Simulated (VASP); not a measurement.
# I (P6_3/mmc) in VASP: single point with PBE

Aim: the single point of I with PBE.

All numbers are computed with VASP 6.6.1; they aren't measurements. Logs are shortened: lines on timing, memory, paths and dates and some standing lists are left out, and cuts for length are marked.

### 1 The cell of the first run

Symmetry: P6_3/mmc, No. 194, hexagonal system. Conventional cell: a = 3.809 Å, b = 3.809 Å, c = 4.931 Å, α = 90.00°, β = 90.00°, γ = 120.00°. I (site symmetry -6m2) has 12 I at 3.30 to 3.81 Å within 4.3 Å.

### 2 Single point, PBE (volume scaled by 0.8)

Contents of INCAR:

```
PREC = Accurate
ENCUT = 520
EDIFF = 1E-6
ISMEAR = -1
SIGMA = 0.08
LREAL = F
LASPH = T
NELM = 60
ALGO = Normal
ISIF = 2
LWAVE = F
LCHARG = F
GGA = PE
NBANDS = 14
```

Contents of KPOINTS:

```
Automatic mesh
0
Gamma
  12 12 7
```

Contents of POSCAR:

```
I
1.0
    3.8087177912      0.0000000000      0.0000000000
   -1.9043588956      3.2984463630      0.0000000000
    0.0000000000      0.0000000000      4.9314241120
I
2
Direct
    0.3333333333      0.6666666667      0.2500000000
    0.6666666667      0.3333333333      0.7500000000
```

Potentials or basis: VASP PAW PBE potentials, release 64 (I).

Launch:

```console
$ cat potpaw_PBE.64/I/POTCAR > POTCAR
$ mpirun -np 1 vasp_std > vasp.out
```

OUTCAR:

```text
PREC = Accurate
   ENCUT = 520
   EDIFF = 1E-6
   ISMEAR = -1
   LREAL = F
   LASPH = T
   NELM = 60
   ISIF = 2
   GGA = PE

 ion  position               nearest neighbor table
   1  0.333  0.667  0.250-   2 3.30   2 3.30   2 3.30   2 3.30   2 3.30   2 3.30
   2  0.667  0.333  0.750-   1 3.30   1 3.30   1 3.30   1 3.30   1 3.30   1 3.30

  LATTYP: Found a hexagonal cell.
 ALAT       =     3.8087177912
 C/A-ratio  =     1.2947727772

  Lattice vectors:

 A1 = (   3.8087177912,   0.0000000000,   0.0000000000)
 A2 = (  -1.9043588956,   3.2984463630,   0.0000000000)
 A3 = (   0.0000000000,   0.0000000000,   4.9314241120)

Analysis of symmetry for initial positions (statically):
=====================================================================
 Subroutine PRICEL returns:
 Original cell was already a primitive cell.

 Routine SETGRP: Setting up the symmetry group for a
 hexagonal supercell.

 Subroutine GETGRP returns: Found 24 space group operations
 (whereof 12 operations were pure point group operations)
 out of a pool of 24 trial point group operations.

The static configuration has the point symmetry D_3d.
 The point group associated with its full space group is D_6h.

Analysis of symmetry for dynamics (positions and initial velocities):
=====================================================================
 Subroutine PRICEL returns:
 Original cell was already a primitive cell.

 Routine SETGRP: Setting up the symmetry group for a
 hexagonal supercell.

 Subroutine GETGRP returns: Found 24 space group operations
 (whereof 12 operations were pure point group operations)
 out of a pool of 24 trial point group operations.

The dynamic configuration has the point symmetry D_3d.
 The point group associated with its full space group is D_6h.

 Subroutine INISYM returns: Found 24 space group operations
 (whereof 12 operations are pure point group operations),
 and found     1 'primitive' translations

----------------------------------------------------------------------------------------

                                     Primitive cell

  volume of cell :      61.9527

  direct lattice vectors                    reciprocal lattice vectors
     3.808717791  0.000000000  0.000000000     0.262555551  0.151586518  0.000000000
    -1.904358896  3.298446363  0.000000000     0.000000000  0.303173037  0.000000000
     0.000000000  0.000000000  4.931424112     0.000000000  0.000000000  0.202781180

  length of vectors
     3.808717791  3.808717791  4.931424112     0.303173037  0.303173037  0.202781180

  position of ions in fractional coordinates (direct lattice)
     0.333333333  0.666666667  0.250000000
     0.666666667  0.333333333  0.750000000

  ion indices of the primitive-cell ions
   primitive index   ion index
                 1           1
                 2           2

----------------------------------------------------------------------------------------

 KPOINTS: Automatic mesh

Automatic generation of k-mesh.
 Grid dimensions read from file:
 generate k-points for:   12   12    7

 Generating k-lattice:

  Cartesian coordinates                     Fractional coordinates (reciprocal lattice)
     0.021879629  0.012632210  0.000000000     0.083333333  0.000000000  0.000000000
     0.000000000  0.025264420  0.000000000     0.000000000  0.083333333  0.000000000
     0.000000000  0.000000000  0.028968740     0.000000000  0.000000000  0.142857143

  Length of vectors
     0.025264420  0.025264420  0.028968740

  Shift w.r.t. Gamma in fractional coordinates (k-lattice)
     0.000000000  0.000000000  0.000000000

 Subroutine IBZKPT returns following result:
 ===========================================

 Found     76 irreducible k-points:

 Following reciprocal coordinates:
            Coordinates               Weight
  0.000000  0.000000  0.000000      1.000000
  0.083333  0.000000  0.000000      6.000000
  0.166667  0.000000  0.000000      6.000000
  0.250000  0.000000  0.000000      6.000000
  0.333333 -0.000000  0.000000      6.000000
  0.416667  0.000000  0.000000      6.000000
[... 16 lines left out ...]
  0.250000  0.000000  0.142857     12.000000
  0.333333 -0.000000  0.142857     12.000000
 [... further k-points ...]
   k-points           NKPTS =     76   k-points in BZ     NKDIM =     76   number of bands    NBANDS=     14
   number of dos      NEDOS =    301   number of ions     NIONS =      2
   total plane-waves  NPLWV =  31360
   dimension x,y,z NGX =    28 NGY =   28 NGZ =   40
   dimension x,y,z NGXF=    56 NGYF=   56 NGZF=   80
   ions per type =               2
   NGX,Y,Z   is equivalent  to a cutoff of  12.22, 12.22, 13.48 a.u.
   NGXF,Y,Z  is equivalent  to a cutoff of  24.44, 24.44, 26.97 a.u.
 SYSTEM =  unknown system
   PREC   = accura    normal or accurate (medium, high low for compatibility)
   ISTART =      0    job   : 0-new  1-cont  2-samecut
   ICHARG =      2    charge: 1-file 2-atom 10-const
   ISPIN  =      1    spin polarized calculation?
   LNONCOLLINEAR =      F non collinear calculations
   LSORBIT =      F    spin-orbit coupling
   LASPH  =      T    aspherical Exc in radial PAW
   ENCUT  =  520.0 eV  38.22 Ry    6.18 a.u.   7.08  7.08  9.17*2*pi/ulx,y,z
   NELM   =     60;   NELMIN=  2; NELMDL= -5     # of ELM steps
   EDIFF  = 0.1E-05   stopping-criterion for ELM
   LREAL  =      F    real-space projection
   EDIFFG = 0.1E-04   stopping-criterion for IOM
   NSW    =      0    number of steps for IOM
   IBRION =     -1    ionic relax: 0-MD 1-quasi-New 2-CG
   NFREE  =      0    steps in history (QN), initial steepest desc. (CG)
   ISIF   =      2    stress and relaxation
   ISYM   =      2    0-nonsym 1-usesym 2-fastsym
   POTIM  = 0.5000    time-step for ionic-motion
   TEBEG  =    0.0;   TEEND  =   0.0 temperature during run
   PSTRESS=    0.0 pullay stress
   NELECT =      14.0000    total number of electrons
   NUPDOWN=      -1.0000    fix difference up-down
   EMIN   =  10.00;   EMAX   =-10.00  energy-range for DOS
   EFERMI =   0.00;   METHOD = LEGACY
   ISMEAR =    -1;   SIGMA  =   0.08  broadening in eV -4-tet -1-fermi 0-gaus
   EFERMI_NEDOS =   21; number of points for ismear=-14 and -15
   IALGO  =     38    algorithm
   IMIX   =      4    mixing-type and parameters
     AMIX     =   0.40;   BMIX     =  1.00
     AMIX_MAG =   1.60;   BMIX_MAG =  1.00
  volume/ion in A,a.u.               =      30.98       209.04
  Fermi-wavevector in a.u.,A,eV,Ry     =   0.997158  1.884355 13.528601  0.994324
  Thomas-Fermi vector in A             =   2.129295
   LORBIT       =      0    0 simple, 1 ext, 2 COOP (PROOUT), +10 PAW based schemes
   GGA     = PE    functional components
   LHFCALC =     F    Hartree Fock is set to
   AEXX    =    0.0000 exact exchange contribution
   IVDW    =     0    specifies the selected vdW correction
   LEPSILON=     F    determine dielectric tensor
   LRPA    =     F    only Hartree local field effects (RPA)
 non-spin polarized calculation
  energy-cutoff  :      520.00
  volume of cell :       61.95
 maximum number of plane-waves:      1689
   NGX = 15   NGY = 15   NGZ = 19

 number of electron      14.0000000 magnetization

 Free energy of the ion-electron system (eV)
  ---------------------------------------------------
  ext. energy  EPLUGINS =         0.00000000
  ---------------------------------------------------
  free energy    TOTEN  =        -2.07832471 eV

  energy without entropy =       -2.03754915  energy(sigma->0) =       -2.05793693

 E-fermi :   6.4719     XC(G=0):  -9.6274

 val. band max:        6.4641456026   @ k =   0.2500   0.1667   0.1429
 cond. band min:       6.4725279836   @ k =   0.1667   0.1667   0.0000
 fundamental gap:      0.0083823810
 Fermi energy:         6.4719290880

 k-point     1 :       0.0000    0.0000    0.0000
  band No.  band energies     occupation
      1      -8.2815      2.00000
      2      -5.0859      2.00000
      3       0.8387      2.00000
      4       4.9251      2.00000
      5       4.9251      2.00000
      6       6.7313      0.07524
      7       6.7313      0.07524
      8       8.3101      0.00000
      9      10.7809      0.00000
     10      13.1277      0.00000
     11      14.6924      0.00000
     12      14.6924      0.00000
     13      16.0822      0.00000
     14      16.0822      0.00000

 k-point     2 :       0.0833    0.0000    0.0000
  band No.  band energies     occupation
      1      -8.2158      2.00000
      2      -5.0859      2.00000
      3       0.9187      2.00000
      4       4.5583      2.00000
      5       4.7747      2.00000
      6       6.4633      1.05365
      7       6.7976      0.03356
      8       8.1087      0.00000
      9      11.1356      0.00000
     10      13.3686      0.00000
     11      14.3945      0.00000
     12      14.8041      0.00000
     13      15.8113      0.00000
     14      15.9248      0.00000

 k-point     3 :       0.1667    0.0000    0.0000
  band No.  band energies     occupation
      1      -8.0231      2.00000
      2      -5.0986      2.00000
      3       1.1552      2.00000
      4       3.7500      2.00000
      5       4.4351      2.00000
      6       5.8100      1.99949
      7       6.9005      0.00939
      8       7.5614      0.00000
      9      11.6746      0.00000
     10      13.3186      0.00000
     11      14.9654      0.00000
     12      15.2156      0.00000
     13      15.2899      0.00000
     14      15.3029      0.00000
[... 324 lines left out ...]
 k-point    23 :       0.2500    0.0000    0.1429
  band No.  band energies     occupation
      1      -7.6254      2.00000
      2      -5.3420      2.00000
      3       1.5240      2.00000
      4       3.3276      2.00000
      5       4.1689      2.00000
      6       4.5880      2.00000
      7       6.7251      0.08108
      8       7.0406      0.00163
      9      11.4597      0.00000
     10      13.7220      0.00000
     11      14.3595      0.00000
     12      14.8655      0.00000
     13      16.0509      0.00000
     14      16.5011      0.00000

 k-point    24 :       0.3333   -0.0000    0.1429
  band No.  band energies     occupation
      1      -7.2506      2.00000
      2      -5.4240      2.00000
      3       1.4598      2.00000
      4       3.0907      2.00000
      5       3.8331      2.00000
      6       3.8677      2.00000
      7       6.4392      1.20200
      8       6.6592      0.17551
      9      10.9394      0.00000
     10      13.0484      0.00000
     11      14.8090      0.00000
     12      15.6915      0.00000
     13      15.9965      0.00000
     14      17.4070      0.00000

 [... further k-points ...]
[... 5 lines left out ...]
  --------------------------------------------------------------------------------------
  -------------------------------------------------------------------------------------
  Total        2.5066344      2.5066344      2.4956241     -0.0000000      0.0000000      0.0000000
  in kB       64.8247717     64.8247717     64.5400310     -0.0000000      0.0000000      0.0000000
  external PRESSURE =      64.7298582 kB  Pullay stress =       0.0000000 kB

 VOLUME and BASIS-vectors are now :
 -----------------------------------------------------------------------------
  energy-cutoff  :      520.00
  volume of cell :       61.95
      direct lattice vectors                 reciprocal lattice vectors
     3.808717791  0.000000000  0.000000000     0.262555551  0.151586518  0.000000000
    -1.904358896  3.298446363  0.000000000     0.000000000  0.303173037  0.000000000
     0.000000000  0.000000000  4.931424112     0.000000000  0.000000000  0.202781180

 POSITION                                       TOTAL-FORCE (eV/Angst)
 -----------------------------------------------------------------------------------
     -0.00000      2.19896      1.23286        -0.000000      0.000000      0.000000
      1.90436      1.09948      3.69857         0.000000      0.000000      0.000000
 -----------------------------------------------------------------------------------
    total drift:                               -0.000000      0.000000      0.000000

  FREE ENERGIE OF THE ION-ELECTRON SYSTEM (eV)
  ---------------------------------------------------
  free  energy   TOTEN  =        -2.0783247063 eV

  energy  without entropy=       -2.0375491461  energy(sigma->0) =       -2.05793693
```

Wall time 22 s (1 thread of Intel Xeon 6975P-C (Granite Rapids), shared host); peak memory 0.2 GiB.

Results:

- Free energy: -2.0783 eV
- Pressure: 6.5 GPa
- Band gap on the k mesh: zero (band 7 reaches 7.35 eV, above the bottom of band 8 at 5.05 eV)

Caveat: spin-orbit coupling is left out, which moves the levels of the heavy elements.
